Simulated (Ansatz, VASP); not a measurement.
# One calculation of WS2, two programs

Contents of INCAR:

```
SYSTEM = WS2
PREC = Accurate
ENCUT = 520
EDIFF = 1E-6
ISMEAR = 0
SIGMA = 0.05
LREAL = .False.
LASPH = .True.
NELM = 100
ALGO = Normal
ISIF = 2
LWAVE = .False.
LCHARG = .True.
GGA = PE
IVDW = 12
LELF = .True.
LVHAR = .True.
NBANDS = 35
```

KPOINTS

```
Automatic mesh
0
Gamma
  12 12 4
  0 0 0
```

Contents of POSCAR:

```
WS2
1.0
    3.1542061832      0.0000000000      0.0000000000
   -1.5771030916      2.7316226834      0.0000000000
    0.0000000000      0.0000000000     12.1399091344
W S
2 4
Direct
    0.3333333333      0.6666666667      0.2500000000
    0.6666666667      0.3333333333      0.7500000000
    0.3882457489      0.7764914978      0.6079314798
    0.6666666667      0.3333333333      0.1202874207
    0.3333333333      0.6666666667      0.8797125793
    0.6666666667      0.3333333333      0.3797125793
```

Input for Ansatz:

```yaml
crystal:
  lattice:
    - [3.1542061832, 0.0, 0.0]
    - [-1.5771030916, 2.7316226834, 0.0]
    - [0.0, 0.0, 12.1399091344]
  atoms:
    - { symbol: W, position: [0.3333333333, 0.6666666667, 0.25] }
    - { symbol: W, position: [0.6666666667, 0.3333333333, 0.75] }
    - { symbol: S, position: [0.3882457489, 0.7764914978, 0.6079314798] }
    - { symbol: S, position: [0.6666666667, 0.3333333333, 0.1202874207] }
    - { symbol: S, position: [0.3333333333, 0.6666666667, 0.8797125793] }
    - { symbol: S, position: [0.6666666667, 0.3333333333, 0.3797125793] }
basis:
  ecutwfc: 420
kpoints:
  mp_grid: { grid: [12, 12, 4] }
hamiltonian:
  xc: pbe
  dispersion: d3bj
scf:
  occupations: { method: gaussian, width: 0.05 }
output:
  forces: true
  stress: true
  eigenvalues: true
```

Alike in both runs: task single point; functional PBE; dispersion D3(BJ); k mesh 12 × 12 × 4; occupations gaussian, width 0.05 eV; no spin polarisation.

|  | VASP | Ansatz |
| --- | --- | --- |
| version | VASP 6.6.1 | Ansatz 0.2.0 |
| potentials or method | VASP PAW PBE potentials, release 64 (W_sv, S), cutoff 520 eV | scalar-relativistic, plane waves, PAW |
| valence electrons in the cell | 52 | 52 |

|  | VASP | Ansatz | Ansatz less VASP |
| --- | --- | --- | --- |
| gap on the k mesh at the Fermi level (eV) | 0.76 | 0.75 | -0.016 |
| least direct gap on the mesh (eV) | 1.41 | 1.40 | -0.009 |
| pressure (GPa) | -2.1 | -2.1 | +0.05 |
| traceless stress, the component that is largest in VASP (GPa) | 5.98 | 5.98 | -0.004 |
| rms of the force components (eV/Å) | 0.903 | 0.902 | -0.0008 |

Atom by atom the forces differ by 0.002 eV/Å (rms over components).

Spin-orbit coupling is off throughout.
